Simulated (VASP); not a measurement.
# Tl (P4/mmm) in VASP: single point with PBEsol

Aim: the single point of Tl with PBEsol.

Program: VASP 6.6.1. These are calculated values, not measurements. Logs are shortened: lines on timing, memory, paths and dates and some standing lists are left out, and cuts for length are marked.

**1. The cell of the first run**

It takes space group P4/mmm (No. 123, tetragonal). The conventional cell has a = 3.615 Å, b = 3.615 Å, c = 4.375 Å, α = 90.00°, β = 90.00°, γ = 90.00°. Tl (site symmetry 4/mmm) has 6 Tl at 3.61 to 4.38 Å within 4.7 Å.

**2. Single point, PBEsol**

INCAR

```
SYSTEM = Tl
ALGO = Normal ; EDIFF = 1E-7
ENCUT = 520 ; GGA = PS
ISIF = 2 ; ISMEAR = 1
LASPH = .TRUE. ; LCHARG = .FALSE.
LREAL = .FALSE. ; LWAVE = .FALSE.
NBANDS = 12 ; NELM = 100
PREC = Accurate ; SIGMA = 0.05
```

KPOINTS

```
k-points
0
G
  8 8 7
  0 0 0
```

POSCAR

```
Tl
1.0
    3.6147300000      0.0000000000      0.0000000000
    0.0000000000      3.6147300000      0.0000000000
    0.0000000000      0.0000000000      4.3750000000
Tl
1
Direct
    0.0000000000      0.0000000000      0.0000000000
```

Potentials or basis: VASP PAW PBE potentials, release 64 (Tl_d).

Command:

```sh
$ cat potpaw_PBE.64/Tl_d/POTCAR > POTCAR
$ mpirun -np 1 vasp_std > vasp.out
```

OUTCAR:

```text
SYSTEM = Tl
   EDIFF = 1E-7
   ENCUT = 520
   GGA = PS
   ISIF = 2
   ISMEAR = 1
   LASPH = .TRUE.
   LREAL = .FALSE.
   NELM = 100
   PREC = Accurate

 ion  position               nearest neighbor table
   1  0.000  0.000  0.000-

  LATTYP: Found a simple tetragonal cell.
 ALAT       =     3.6147300000
 C/A-ratio  =     1.2103255292

  Lattice vectors:

 A1 = (   3.6147300000,   0.0000000000,   0.0000000000)
 A2 = (   0.0000000000,   3.6147300000,   0.0000000000)
 A3 = (   0.0000000000,   0.0000000000,   4.3750000000)

Analysis of symmetry for initial positions (statically):
=====================================================================
 Subroutine PRICEL returns:
 Original cell was already a primitive cell.

 Routine SETGRP: Setting up the symmetry group for a
 simple tetragonal supercell.

 Subroutine GETGRP returns: Found 16 space group operations
 (whereof 16 operations were pure point group operations)
 out of a pool of 16 trial point group operations.

The static configuration has the point symmetry D_4h.

Analysis of symmetry for dynamics (positions and initial velocities):
=====================================================================
 Subroutine PRICEL returns:
 Original cell was already a primitive cell.

 Routine SETGRP: Setting up the symmetry group for a
 simple tetragonal supercell.

 Subroutine GETGRP returns: Found 16 space group operations
 (whereof 16 operations were pure point group operations)
 out of a pool of 16 trial point group operations.

The dynamic configuration has the point symmetry D_4h.

 Subroutine INISYM returns: Found 16 space group operations
 (whereof 16 operations are pure point group operations),
 and found     1 'primitive' translations

----------------------------------------------------------------------------------------

                                     Primitive cell

  volume of cell :      57.1649

  direct lattice vectors                    reciprocal lattice vectors
     3.614730000  0.000000000  0.000000000     0.276645835  0.000000000  0.000000000
     0.000000000  3.614730000  0.000000000     0.000000000  0.276645835  0.000000000
     0.000000000  0.000000000  4.375000000     0.000000000  0.000000000  0.228571429

  length of vectors
     3.614730000  3.614730000  4.375000000     0.276645835  0.276645835  0.228571429

  position of ions in fractional coordinates (direct lattice)
     0.000000000  0.000000000  0.000000000

  ion indices of the primitive-cell ions
   primitive index   ion index
                 1           1

----------------------------------------------------------------------------------------

 KPOINTS: k-points

Automatic generation of k-mesh.
 Grid dimensions read from file:
 generate k-points for:    8    8    7

 Generating k-lattice:

  Cartesian coordinates                     Fractional coordinates (reciprocal lattice)
     0.034580729  0.000000000  0.000000000     0.125000000  0.000000000  0.000000000
     0.000000000  0.034580729  0.000000000     0.000000000  0.125000000  0.000000000
     0.000000000  0.000000000  0.032653061     0.000000000  0.000000000  0.142857143

  Length of vectors
     0.034580729  0.034580729  0.032653061

  Shift w.r.t. Gamma in fractional coordinates (k-lattice)
     0.000000000  0.000000000  0.000000000

 Subroutine IBZKPT returns following result:
 ===========================================

 Found     60 irreducible k-points:

 Following reciprocal coordinates:
            Coordinates               Weight
  0.000000  0.000000  0.000000      1.000000
  0.125000  0.000000  0.000000      4.000000
  0.250000  0.000000  0.000000      4.000000
  0.375000  0.000000  0.000000      4.000000
  0.500000  0.000000  0.000000      2.000000
  0.125000  0.125000  0.000000      4.000000
[... 16 lines left out ...]
  0.375000  0.125000  0.142857     16.000000
  0.500000  0.125000  0.142857      8.000000
 [... further k-points ...]
   k-points           NKPTS =     60   k-points in BZ     NKDIM =     60   number of bands    NBANDS=     12
   number of dos      NEDOS =    301   number of ions     NIONS =      1
   total plane-waves  NPLWV =  28224
   dimension x,y,z NGX =    28 NGY =   28 NGZ =   36
   dimension x,y,z NGXF=    56 NGYF=   56 NGZF=   72
   ions per type =               1
   NGX,Y,Z   is equivalent  to a cutoff of  12.88, 12.88, 13.68 a.u.
   NGXF,Y,Z  is equivalent  to a cutoff of  25.76, 25.76, 27.36 a.u.
 SYSTEM =  Tl
   PREC   = accura    normal or accurate (medium, high low for compatibility)
   ISTART =      0    job   : 0-new  1-cont  2-samecut
   ICHARG =      2    charge: 1-file 2-atom 10-const
   ISPIN  =      1    spin polarized calculation?
   LNONCOLLINEAR =      F non collinear calculations
   LSORBIT =      F    spin-orbit coupling
   LASPH  =      T    aspherical Exc in radial PAW
   ENCUT  =  520.0 eV  38.22 Ry    6.18 a.u.   6.72  6.72  8.13*2*pi/ulx,y,z
   NELM   =    100;   NELMIN=  2; NELMDL= -5     # of ELM steps
   EDIFF  = 0.1E-06   stopping-criterion for ELM
   LREAL  =      F    real-space projection
   EDIFFG = 0.1E-05   stopping-criterion for IOM
   NSW    =      0    number of steps for IOM
   IBRION =     -1    ionic relax: 0-MD 1-quasi-New 2-CG
   NFREE  =      0    steps in history (QN), initial steepest desc. (CG)
   ISIF   =      2    stress and relaxation
   ISYM   =      2    0-nonsym 1-usesym 2-fastsym
   POTIM  = 0.5000    time-step for ionic-motion
   TEBEG  =    0.0;   TEEND  =   0.0 temperature during run
   PSTRESS=    0.0 pullay stress
   NELECT =      13.0000    total number of electrons
   NUPDOWN=      -1.0000    fix difference up-down
   EMIN   =  10.00;   EMAX   =-10.00  energy-range for DOS
   EFERMI =   0.00;   METHOD = LEGACY
   ISMEAR =     1;   SIGMA  =   0.05  broadening in eV -4-tet -1-fermi 0-gaus
   EFERMI_NEDOS =   21; number of points for ismear=-14 and -15
   IALGO  =     38    algorithm
   IMIX   =      4    mixing-type and parameters
     AMIX     =   0.40;   BMIX     =  1.00
     AMIX_MAG =   1.60;   BMIX_MAG =  1.00
  volume/ion in A,a.u.               =      57.16       385.77
  Fermi-wavevector in a.u.,A,eV,Ry     =   0.999262  1.888331 13.585750  0.998524
  Thomas-Fermi vector in A             =   2.131540
   LORBIT       =      0    0 simple, 1 ext, 2 COOP (PROOUT), +10 PAW based schemes
   GGA     = PS    functional components
   LHFCALC =     F    Hartree Fock is set to
   AEXX    =    0.0000 exact exchange contribution
   IVDW    =     0    specifies the selected vdW correction
   LEPSILON=     F    determine dielectric tensor
   LRPA    =     F    only Hartree local field effects (RPA)
 non-spin polarized calculation
 Methfessel and Paxton  Order N= 1 SIGMA  =   0.05
  energy-cutoff  :      520.00
  volume of cell :       57.16
 maximum number of plane-waves:      1556
 NGX is ok and might be reduce to    28
   NGX = 13   NGY = 13   NGZ = 17

 number of electron      12.9999995 magnetization

 Free energy of the ion-electron system (eV)
  ---------------------------------------------------
  ext. energy  EPLUGINS =         0.00000000
  ---------------------------------------------------
  free energy    TOTEN  =        -1.94292905 eV

  energy without entropy =       -1.94272634  energy(sigma->0) =       -1.94286148

 E-fermi :   1.6319     XC(G=0):  -7.2165

 val. band max:        1.5326046303   @ k =   0.3750   0.0000   0.4286
 cond. band min:       1.6412079989   @ k =   0.3750   0.2500   0.1429
 fundamental gap:      0.1086033686
 Fermi energy:         1.6318982007

 k-point     1 :       0.0000    0.0000    0.0000
  band No.  band energies     occupation
      1     -10.2811      2.00000
      2     -10.2211      2.00000
      3     -10.0011      2.00000
      4     -10.0011      2.00000
      5      -9.9005      2.00000
      6      -5.9919      2.00000
      7       3.7924      0.00000
      8       6.0143      0.00000
      9       6.9602      0.00000
     10       6.9602      0.00000
     11       9.6617      0.00000
     12      10.6264      0.00000

 k-point     2 :       0.1250    0.0000    0.0000
  band No.  band energies     occupation
      1     -10.2562      2.00000
      2     -10.1980      2.00000
      3     -10.0188      2.00000
      4      -9.9996      2.00000
      5      -9.9157      2.00000
      6      -5.8326      2.00000
      7       3.9740      0.00000
      8       4.9841      0.00000
      9       6.4708      0.00000
     10       7.1484      0.00000
     11      10.1930      0.00000
     12      12.1542      0.00000

 k-point     3 :       0.2500    0.0000    0.0000
  band No.  band energies     occupation
      1     -10.2353      2.00000
      2     -10.1049      2.00000
      3     -10.0610      2.00000
      4      -9.9961      2.00000
      5      -9.9521      2.00000
      6      -5.3681      2.00000
      7       2.7169      0.00000
      8       4.4724      0.00000
      9       6.8919      0.00000
     10       7.6625      0.00000
     11      10.6477      0.00000
     12      12.3661      0.00000
[... 286 lines left out ...]
 k-point    23 :       0.3750    0.1250    0.1429
  band No.  band energies     occupation
      1     -10.1780      2.00000
      2     -10.1052      2.00000
      3     -10.0123      2.00000
      4     -10.0090      2.00000
      5      -9.9863      2.00000
      6      -4.4746      2.00000
      7       1.1416      2.00000
      8       4.1766      0.00000
      9       6.6301      0.00000
     10       8.3852      0.00000
     11       9.9995      0.00000
     12      11.0989      0.00000

 k-point    24 :       0.5000    0.1250    0.1429
  band No.  band energies     occupation
      1     -10.1750      2.00000
      2     -10.1225      2.00000
      3     -10.0246      2.00000
      4     -10.0106      2.00000
      5      -9.9432      2.00000
      6      -4.0888      2.00000
      7       0.3370      2.00000
      8       4.5922      0.00000
      9       7.0507      0.00000
     10       7.8055      0.00000
     11      10.3713      0.00000
     12      10.4330      0.00000

 [... further k-points ...]
[... 5 lines left out ...]
  --------------------------------------------------------------------------------------
  -------------------------------------------------------------------------------------
  Total       -1.4346994     -1.4346994     -0.7944787      0.0000000     -0.0000000      0.0000000
  in kB      -40.2107083    -40.2107083    -22.2670692      0.0000000     -0.0000000      0.0000000
  external PRESSURE =     -34.2294952 kB  Pullay stress =       0.0000000 kB

 VOLUME and BASIS-vectors are now :
 -----------------------------------------------------------------------------
  energy-cutoff  :      520.00
  volume of cell :       57.16
      direct lattice vectors                 reciprocal lattice vectors
     3.614730000  0.000000000  0.000000000     0.276645835  0.000000000  0.000000000
     0.000000000  3.614730000  0.000000000     0.000000000  0.276645835  0.000000000
     0.000000000  0.000000000  4.375000000     0.000000000  0.000000000  0.228571429

 POSITION                                       TOTAL-FORCE (eV/Angst)
 -----------------------------------------------------------------------------------
      0.00000      0.00000      0.00000         0.000000      0.000000      0.000000
 -----------------------------------------------------------------------------------
    total drift:                               -0.000000     -0.000000     -0.000000

  FREE ENERGIE OF THE ION-ELECTRON SYSTEM (eV)
  ---------------------------------------------------
  free  energy   TOTEN  =        -1.9429290465 eV

  energy  without entropy=       -1.9427263379  energy(sigma->0) =       -1.94286148
```

It took 25 s on 1 thread of AMD EPYC 7R43 (Zen 3), shared host; peak memory 0.15 GiB.

What came out:

| Quantity | Value |
| --- | --- |
| Free energy | -1.9429 eV |
| Pressure | -3.4 GPa |

Caveat: the PAW data sets were made with another functional, which shifts forces and pressure a little; spin-orbit coupling is left out, which moves the levels of the heavy elements.
